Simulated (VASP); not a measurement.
Re:

```
CELL_PARAMETERS angstrom
2.53000 0.00000 0.00000
0.00000 2.53000 0.00000
0.00000 0.00000 2.53000
ATOMIC_POSITIONS crystal
Re 0.00000 0.00000 0.00000
```

- Program: VASP 6.6.1
- Task: relaxation of cell and atoms
- Functional: PBE
- Potentials or basis: VASP PAW PBE potentials, release 64 (Re)
- Cutoff: 600 eV
- k mesh: 10 × 10 × 10
- Occupations: fermi-dirac, width 0.05 eV
- Spin: no spin polarisation

At the start: pressure 15.5 GPa; volume 16.19 Å³/atom.

Problem. Where does the relaxation end?

Solution. Over 4 steps the energy falls by 39.6 meV/atom and the volume is 17.05 Å³/atom (+5.3 %); space group Pm-3m (No. 221, to 0.05 Å).

The path:
```tsv
step	energy change (eV)	largest force (eV/Å)	pressure (GPa)	volume (Å³)
1	0.0000	0.0000	15.51	16.19
2	0.3049	0.0000	-30.50	20.15
3	-0.0394	0.0000	-1.05	17.12
4	-0.0396	0.0000	0.00	17.05
```

Final structure:
```
CELL_PARAMETERS angstrom
2.57405 0.00000 0.00000
0.00000 2.57405 0.00000
0.00000 0.00000 2.57405
ATOMIC_POSITIONS crystal
Re 0.00000 0.00000 0.00000
```
